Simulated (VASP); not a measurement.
# Lu (Fm-3m) in VASP: a series of runs

The runs below take Lu through single point, relaxation of cell and atoms, with PBEsol.

Program: VASP 6.6.1. These are calculated values, not measurements. Logs are shortened: lines on timing, memory, paths and dates and some standing lists are left out, and cuts for length are marked.

### Step 1. The cell of the first run

The structure is cubic, space group Fm-3m (No. 225). Conventional cell: a = 4.779 Å, b = 4.779 Å, c = 4.779 Å, α = 90.00°, β = 90.00°, γ = 90.00°. Lu (site symmetry m-3m) has 12 Lu at 3.38 Å within 4.4 Å.

This isn't the form of Lu at room conditions, which is hcp.

### Step 2. Single point, PBEsol

INCAR reads:

```
SYSTEM = Lu
  ALGO = Normal
  EDIFF = 1E-6
  ENCUT = 520
  GGA = PS
  ISIF = 2
  ISMEAR = -1
  LASPH = .True.
  LCHARG = .True.
  LELF = .True.
  LREAL = .False.
  LVHAR = .True.
  LWAVE = .False.
  NBANDS = 18
  NELM = 80
  PREC = Accurate
  SIGMA = 0.1
```

KPOINTS reads:

```
k-points
0
Gamma
  9 9 9
  0 0 0
```

POSCAR reads:

```
Lu
1.0
    0.0000000000      2.3894005308      2.3894005308
    2.3894005308      0.0000000000      2.3894005308
    2.3894005308      2.3894005308      0.0000000000
Lu
1
Direct
    0.0000000000      0.0000000000      0.0000000000
```

Potentials or basis: VASP PAW PBE potentials, release 64 (Lu).

The run is started by

```bash
$ cat potpaw_PBE.64/Lu/POTCAR > POTCAR
$ mpirun -np 1 vasp_std > vasp.out
```

OUTCAR:

```text
SYSTEM = Lu
   EDIFF = 1E-6
   ENCUT = 520
   GGA = PS
   ISIF = 2
   ISMEAR = -1
   LASPH = .True.
   LREAL = .False.
   NELM = 80
   PREC = Accurate

 ion  position               nearest neighbor table
   1  0.000  0.000  0.000-

  LATTYP: Found a face centered cubic cell.
 ALAT       =     4.7788010616

  Lattice vectors:

 A1 = (   0.0000000000,   2.3894005308,   2.3894005308)
 A2 = (   2.3894005308,   0.0000000000,   2.3894005308)
 A3 = (   2.3894005308,   2.3894005308,   0.0000000000)

Analysis of symmetry for initial positions (statically):
=====================================================================
 Subroutine PRICEL returns:
 Original cell was already a primitive cell.

 Routine SETGRP: Setting up the symmetry group for a
 face centered cubic supercell.

 Subroutine GETGRP returns: Found 48 space group operations
 (whereof 48 operations were pure point group operations)
 out of a pool of 48 trial point group operations.

The static configuration has the point symmetry O_h .

Analysis of symmetry for dynamics (positions and initial velocities):
=====================================================================
 Subroutine PRICEL returns:
 Original cell was already a primitive cell.

 Routine SETGRP: Setting up the symmetry group for a
 face centered cubic supercell.

 Subroutine GETGRP returns: Found 48 space group operations
 (whereof 48 operations were pure point group operations)
 out of a pool of 48 trial point group operations.

The dynamic configuration has the point symmetry O_h .

 Subroutine INISYM returns: Found 48 space group operations
 (whereof 48 operations are pure point group operations),
 and found     1 'primitive' translations

----------------------------------------------------------------------------------------

                                     Primitive cell

  volume of cell :      27.2833

  direct lattice vectors                    reciprocal lattice vectors
     0.000000000  2.389400531  2.389400531    -0.209257508  0.209257508  0.209257508
     2.389400531  0.000000000  2.389400531     0.209257508 -0.209257508  0.209257508
     2.389400531  2.389400531  0.000000000     0.209257508  0.209257508 -0.209257508

  length of vectors
     3.379122637  3.379122637  3.379122637     0.362444635  0.362444635  0.362444635

  position of ions in fractional coordinates (direct lattice)
     0.000000000  0.000000000  0.000000000

  ion indices of the primitive-cell ions
   primitive index   ion index
                 1           1

----------------------------------------------------------------------------------------

 KPOINTS: k-points

Automatic generation of k-mesh.
 Grid dimensions read from file:
 generate k-points for:    9    9    9

 Generating k-lattice:

  Cartesian coordinates                     Fractional coordinates (reciprocal lattice)
    -0.023250834  0.023250834  0.023250834     0.111111111  0.000000000  0.000000000
     0.023250834 -0.023250834  0.023250834     0.000000000  0.111111111  0.000000000
     0.023250834  0.023250834 -0.023250834     0.000000000  0.000000000  0.111111111

  Length of vectors
     0.040271626  0.040271626  0.040271626

  Shift w.r.t. Gamma in fractional coordinates (k-lattice)
     0.000000000  0.000000000  0.000000000

 Subroutine IBZKPT returns following result:
 ===========================================

 Found     35 irreducible k-points:

 Following reciprocal coordinates:
            Coordinates               Weight
  0.000000  0.000000  0.000000      1.000000
  0.111111  0.000000  0.000000      8.000000
  0.222222  0.000000  0.000000      8.000000
  0.333333  0.000000  0.000000      8.000000
  0.444444  0.000000  0.000000      8.000000
  0.111111  0.111111  0.000000      6.000000
[... 16 lines left out ...]
 -0.333333  0.333333  0.000000     12.000000
  0.444444  0.444444  0.000000      6.000000
 [... further k-points ...]
   k-points           NKPTS =     35   k-points in BZ     NKDIM =     35   number of bands    NBANDS=     18
   number of dos      NEDOS =    301   number of ions     NIONS =      1
   total plane-waves  NPLWV =  21952
   dimension x,y,z NGX =    28 NGY =   28 NGZ =   28
   dimension x,y,z NGXF=    56 NGYF=   56 NGZF=   56
   ions per type =               1
   NGX,Y,Z   is equivalent  to a cutoff of  13.78, 13.78, 13.78 a.u.
   NGXF,Y,Z  is equivalent  to a cutoff of  27.55, 27.55, 27.55 a.u.
 SYSTEM =  Lu
   PREC   = accura    normal or accurate (medium, high low for compatibility)
   ISTART =      0    job   : 0-new  1-cont  2-samecut
   ICHARG =      2    charge: 1-file 2-atom 10-const
   ISPIN  =      1    spin polarized calculation?
   LNONCOLLINEAR =      F non collinear calculations
   LSORBIT =      F    spin-orbit coupling
   LASPH  =      T    aspherical Exc in radial PAW
   ENCUT  =  520.0 eV  38.22 Ry    6.18 a.u.   6.28  6.28  6.28*2*pi/ulx,y,z
   NELM   =     80;   NELMIN=  2; NELMDL= -5     # of ELM steps
   EDIFF  = 0.1E-05   stopping-criterion for ELM
   LREAL  =      F    real-space projection
   EDIFFG = 0.1E-04   stopping-criterion for IOM
   NSW    =      0    number of steps for IOM
   IBRION =     -1    ionic relax: 0-MD 1-quasi-New 2-CG
   NFREE  =      0    steps in history (QN), initial steepest desc. (CG)
   ISIF   =      2    stress and relaxation
   ISYM   =      2    0-nonsym 1-usesym 2-fastsym
   POTIM  = 0.5000    time-step for ionic-motion
   TEBEG  =    0.0;   TEEND  =   0.0 temperature during run
   PSTRESS=    0.0 pullay stress
   NELECT =      25.0000    total number of electrons
   NUPDOWN=      -1.0000    fix difference up-down
   EMIN   =  10.00;   EMAX   =-10.00  energy-range for DOS
   EFERMI =   0.00;   METHOD = LEGACY
   ISMEAR =    -1;   SIGMA  =   0.10  broadening in eV -4-tet -1-fermi 0-gaus
   EFERMI_NEDOS =   21; number of points for ismear=-14 and -15
   IALGO  =     38    algorithm
   IMIX   =      4    mixing-type and parameters
     AMIX     =   0.40;   BMIX     =  1.00
     AMIX_MAG =   1.60;   BMIX_MAG =  1.00
  volume/ion in A,a.u.               =      27.28       184.12
  Fermi-wavevector in a.u.,A,eV,Ry     =   1.590093  3.004840 34.400916  2.528396
  Thomas-Fermi vector in A             =   2.688841
   LORBIT       =      0    0 simple, 1 ext, 2 COOP (PROOUT), +10 PAW based schemes
   GGA     = PS    functional components
   LHFCALC =     F    Hartree Fock is set to
   AEXX    =    0.0000 exact exchange contribution
   IVDW    =     0    specifies the selected vdW correction
   LEPSILON=     F    determine dielectric tensor
   LRPA    =     F    only Hartree local field effects (RPA)
 non-spin polarized calculation
  energy-cutoff  :      520.00
  volume of cell :       27.28
 maximum number of plane-waves:       751
 NGX is ok and might be reduce to    28
   NGX = 13   NGY = 13   NGZ = 13

 number of electron      25.0000000 magnetization

 Free energy of the ion-electron system (eV)
  ---------------------------------------------------
  ext. energy  EPLUGINS =         0.00000000
  ---------------------------------------------------
  free energy    TOTEN  =        -4.93813374 eV

  energy without entropy =       -4.89322637  energy(sigma->0) =       -4.91568005

 E-fermi :   2.4184     XC(G=0): -11.0942

 val. band max:        2.3278872010   @ k =  -0.4444   0.2222   0.1111
 cond. band min:       2.4760565096   @ k =  -0.3333   0.4444   0.2222
 fundamental gap:      0.1481693085
 Fermi energy:         2.4184031803

 k-point     1 :       0.0000    0.0000    0.0000
  band No.  band energies     occupation
      1     -53.6805      2.00000
      2     -24.0537      2.00000
      3     -24.0537      2.00000
      4     -24.0537      2.00000
      5      -3.8613      2.00000
      6      -2.5191      2.00000
[... 10 lines left out ...]
     17       7.2394      0.00000
     18      12.9756      0.00000

 k-point     2 :       0.1111    0.0000    0.0000
  band No.  band energies     occupation
      1     -53.6758      2.00000
      2     -24.1302      2.00000
      3     -24.0635      2.00000
      4     -24.0635      2.00000
      5      -3.4973      2.00000
      6      -2.5115      2.00000
[... 10 lines left out ...]
     17       7.0532      0.00000
     18      13.7600      0.00000

 k-point     3 :       0.2222    0.0000    0.0000
  band No.  band energies     occupation
      1     -53.6639      2.00000
      2     -24.3189      2.00000
      3     -24.0881      2.00000
      4     -24.0881      2.00000
      5      -2.5185      2.00000
      6      -2.4943      2.00000
[... 10 lines left out ...]
     17       7.0592      0.00000
     18      13.1550      0.00000

 k-point     4 :       0.3333    0.0000    0.0000
  band No.  band energies     occupation
      1     -53.6504      2.00000
      2     -24.5254      2.00000
      3     -24.1160      2.00000
      4     -24.1160      2.00000
      5      -2.4969      2.00000
      6      -2.4459      2.00000
[... 10 lines left out ...]
     17       7.9320      0.00000
     18      11.9324      0.00000

 k-point     5 :       0.4444    0.0000    0.0000
  band No.  band energies     occupation
      1     -53.6415      2.00000
      2     -24.6559      2.00000
      3     -24.1340      2.00000
      4     -24.1340      2.00000
      5      -2.5028      2.00000
      6      -2.4617      2.00000
[... 10 lines left out ...]
     17       8.9715      0.00000
     18      11.2388      0.00000

 k-point     6 :       0.1111    0.1111    0.0000
  band No.  band energies     occupation
      1     -53.6742      2.00000
      2     -24.1284      2.00000
      3     -24.0802      2.00000
      4     -24.0802      2.00000
      5      -3.3761      2.00000
      6      -2.5085      2.00000
[... 307 lines left out ...]
 k-point    21 :       0.4444    0.3333    0.0000
  band No.  band energies     occupation
      1     -53.6330      2.00000
      2     -24.5666      2.00000
      3     -24.2745      2.00000
      4     -24.2426      2.00000
      5      -2.4517      2.00000
      6      -2.4449      2.00000
[... 10 lines left out ...]
     17       9.3044      0.00000
     18      11.7571      0.00000

 k-point    22 :      -0.4444    0.3333    0.0000
  band No.  band energies     occupation
      1     -53.6290      2.00000
      2     -24.5600      2.00000
      3     -24.3675      2.00000
      4     -24.2341      2.00000
      5      -2.4649      2.00000
      6      -2.4557      2.00000
[... 10 lines left out ...]
     17       9.1645      0.00000
     18      10.8641      0.00000

 k-point    23 :      -0.3333    0.3333    0.0000
  band No.  band energies     occupation
      1     -53.6304      2.00000
      2     -24.4724      2.00000
      3     -24.4678      2.00000
      4     -24.2001      2.00000
      5      -2.4764      2.00000
      6      -2.4486      2.00000
[... 10 lines left out ...]
     17       8.4378      0.00000
     18      12.9282      0.00000

 k-point    24 :       0.4444    0.4444    0.0000
  band No.  band energies     occupation
      1     -53.6287      2.00000
      2     -24.6190      2.00000
      3     -24.2702      2.00000
      4     -24.2702      2.00000
      5      -2.4557      2.00000
      6      -2.4420      2.00000
[... 10 lines left out ...]
     17       9.1054      0.00000
     18      11.9896      0.00000

 [... further k-points ...]

------------------------ aborting loop because EDIFF is reached ----------------------------------------

  FORCE on cell =-STRESS in cart. coord.  units (eV):
  Direction    XX          YY          ZZ          XY          YZ          ZX
  --------------------------------------------------------------------------------------
  -------------------------------------------------------------------------------------
  Total        0.0356706      0.0356706      0.0356706     -0.0000000      0.0000000      0.0000000
  in kB        2.0947124      2.0947124      2.0947124     -0.0000000      0.0000000      0.0000000
  external PRESSURE =       2.0947124 kB  Pullay stress =       0.0000000 kB

 VOLUME and BASIS-vectors are now :
 -----------------------------------------------------------------------------
  energy-cutoff  :      520.00
  volume of cell :       27.28
      direct lattice vectors                 reciprocal lattice vectors
     0.000000000  2.389400531  2.389400531    -0.209257508  0.209257508  0.209257508
     2.389400531  0.000000000  2.389400531     0.209257508 -0.209257508  0.209257508
     2.389400531  2.389400531  0.000000000     0.209257508  0.209257508 -0.209257508

 POSITION                                       TOTAL-FORCE (eV/Angst)
 -----------------------------------------------------------------------------------
      0.00000      0.00000      0.00000         0.000000      0.000000      0.000000
 -----------------------------------------------------------------------------------
    total drift:                               -0.000000     -0.000000     -0.000000

  FREE ENERGIE OF THE ION-ELECTRON SYSTEM (eV)
  ---------------------------------------------------
  free  energy   TOTEN  =        -4.9381337435 eV

  energy  without entropy=       -4.8932263657  energy(sigma->0) =       -4.91568005
```

It took 11 s on 1 thread of Intel Xeon 6975P-C (Granite Rapids), shared host; peak memory 0.17 GiB.

Results:

| Quantity | Value |
| --- | --- |
| Free energy | -4.9381 eV |
| Pressure | 0.2 GPa |
| Band gap on the k mesh | zero (an odd number of electrons rules out a gap without spin polarisation) |

Caveat: the PAW data sets were made with another functional, which shifts forces and pressure a little; spin-orbit coupling is left out, which moves the levels of the heavy elements.

### Step 3. Relaxation of cell and atoms, PBEsol

INCAR reads:

```
  ALGO = Normal
  EDIFF = 1E-7
  EDIFFG = -0.03
  ENCUT = 600
  GGA = PS
  IBRION = 2
  ISIF = 3
  ISMEAR = -1
  LASPH = T
  LCHARG = F
  LREAL = F
  LWAVE = F
  NELM = 80
  NSW = 80
  PREC = Accurate
  SIGMA = 0.1
```

KPOINTS reads:

```
k-points
0
Gamma
  9 9 9
```

POSCAR is that of step 2.

Potentials or basis: VASP PAW PBE potentials, release 64 (Lu).

The run is started by

```bash
$ cat potpaw_PBE.64/Lu/POTCAR > POTCAR
$ mpirun -np 1 vasp_std > vasp.out
```

Wall time 21 s (1 thread of Intel Xeon 6975P-C (Granite Rapids), shared host); peak memory 0.18 GiB.

The run converged. Its results:

```
Free energy                           : -4.9389 eV
Relaxed volume                        : 27.46 Å³/atom
Relaxed cell                          : a = 3.386 Å, b = 3.386 Å, c = 3.386 Å, α = 60.00°, β = 60.00°, γ = 60.00°
Space group after relaxing (to 0.1 Å) : Fm-3m (No. 225)
Energy gained by relaxing             : 0.1 meV/atom
Ionic steps                           : 2
Pressure after relaxing               : 0.0 GPa
Band gap on the k mesh                : zero (an odd number of electrons rules out a gap without spin polarisation)
```

The path:
```
step  energy change (eV)  largest force (eV/Å)  pressure (GPa)  volume (Å³)
   1              0.0000                0.0000            0.26        27.28
   2             -0.0001                0.0000           -0.01        27.46
```

Final structure:
```yaml
crystal:
  lattice:
    - [0.00000, 2.39446, 2.39446]
    - [2.39446, 0.00000, 2.39446]
    - [2.39446, 2.39446, 0.00000]
  atoms:
    - { symbol: Lu, position: [0.00000, 0.00000, 0.00000] }
```

Levels at points of the mesh, in eV from the Fermi level:
| k point | band 8 | band 9 | band 10 | band 11 | band 12 | band 13 | band 14 | band 15 | band 16 |
| --- | --- | --- | --- | --- | --- | --- | --- | --- | --- |
| (0.00, 0.00, 0.00) | -4.89 | -4.89 | -4.80 | -4.80 | -4.80 | 2.25 | 2.25 | 2.25 | 4.80 |

Caveat: the PAW data sets were made with another functional, which shifts forces and pressure a little; spin-orbit coupling is left out, which moves the levels of the heavy elements.

### Step 4. Relaxation of cell and atoms, PBEsol

This run uses another cell than the first one, of 29.41 Å³/atom.

INCAR reads:

```
SYSTEM = Lu
PREC     = Accurate       ! precision mode
ENCUT    = 600            ! plane-wave cutoff, eV
EDIFF    = 1E-7           ! SCF threshold, eV
ISMEAR   = -1             ! smearing method
SIGMA    = 0.1            ! smearing width, eV
LREAL    = .FALSE.        ! projectors in reciprocal space
LASPH    = .TRUE.         ! aspherical terms in the spheres
NELM     = 120            ! most SCF steps
ALGO     = Normal         ! electronic algorithm
ISIF     = 3              ! what is computed and relaxed
LWAVE    = .FALSE.        ! write WAVECAR
LCHARG   = .FALSE.        ! write CHGCAR
GGA      = PS             ! functional
IBRION   = 2              ! ionic algorithm
NSW      = 80             ! ionic steps
EDIFFG   = -0.03          ! ionic threshold
GGA_COMPAT= .FALSE.      
NELMIN   = 4
```

KPOINTS reads:

```
Automatic mesh
0
G
  9 9 9
  0 0 0
```

POSCAR reads:

```
Lu
1.0
    0.0000000000      2.4500000000      2.4500000000
    2.4500000000      0.0000000000      2.4500000000
    2.4500000000      2.4500000000      0.0000000000
Lu
1
Direct
    0.0000000000      0.0000000000      0.0000000000
```

The run is started by

```bash
$ cat potpaw_PBE.64/Lu/POTCAR > POTCAR
$ mpirun -np 1 vasp_std > vasp.out
```

It took 86 s on 1 thread of Intel Xeon Platinum 8375C at 2.90GHz (Ice Lake), shared host; peak memory 0.18 GiB.

The run converged. Its results:

| Property | Result |
| --- | --- |
| Free energy | -4.9391 eV |
| Relaxed volume | 27.45 Å³/atom |
| Relaxed cell | a = 3.386 Å, b = 3.386 Å, c = 3.386 Å, α = 60.00°, β = 60.00°, γ = 60.00° |
| Space group after relaxing (to 0.1 Å) | Fm-3m (No. 225) |
| Energy gained by relaxing | 18.4 meV/atom |
| Ionic steps | 3 |
| Pressure after relaxing | 0.0 GPa |
| Band gap on the k mesh | zero (an odd number of electrons rules out a gap without spin polarisation) |

Step by step:
```
step  energy change (eV)  largest force (eV/Å)  pressure (GPa)  volume (Å³)
   1              0.0000                0.0000           -2.84        29.41
   2             -0.0182                0.0000            0.37        27.25
   3             -0.0184                0.0000           -0.02        27.45
```

Final structure:
```
Lu
1.0
     0.00000    2.39439    2.39439
     2.39439    0.00000    2.39439
     2.39439    2.39439    0.00000
Lu
1
Direct
  0.00000 0.00000 0.00000
```

Levels at points of the mesh, in eV from the Fermi level:
| k point | band 9 | band 10 | band 11 | band 12 | band 13 | band 14 | band 15 | band 16 |
| --- | --- | --- | --- | --- | --- | --- | --- | --- |
| (0.00, 0.00, 0.00) | -4.89 | -4.79 | -4.79 | -4.79 | 2.25 | 2.25 | 2.25 | 4.80 |

Caveat: the PAW data sets were made with another functional, which shifts forces and pressure a little; spin-orbit coupling is left out, which moves the levels of the heavy elements.

### Step 5. Summary

```csv
task,cell,cutoff (eV),gap on the mesh (eV),pressure (GPa),relaxed volume (Å³/atom)
single point,"a = 3.379 Å, angles 60.0°, 1 atom",520,none,0.2,-
relaxation of cell and atoms,"relaxed from a = 3.379 Å, angles 60.0°, 1 atom",600,none,0.0,27.46
relaxation of cell and atoms,"relaxed from a = 3.465 Å, angles 60.0°, 1 atom",600,none,0.0,27.45
```

Alike in all rows: level PBEsol; potentials or basis VASP PAW PBE potentials, release 64 (Lu); no spin polarisation; k mesh 9 × 9 × 9; smearing fermi-dirac 0.1 eV.

Caveats: the PAW data sets were made with another functional, which shifts forces and pressure a little; spin-orbit coupling is left out, which moves the levels of the heavy elements.

Absolute energies hang on the potentials; compare differences alone.
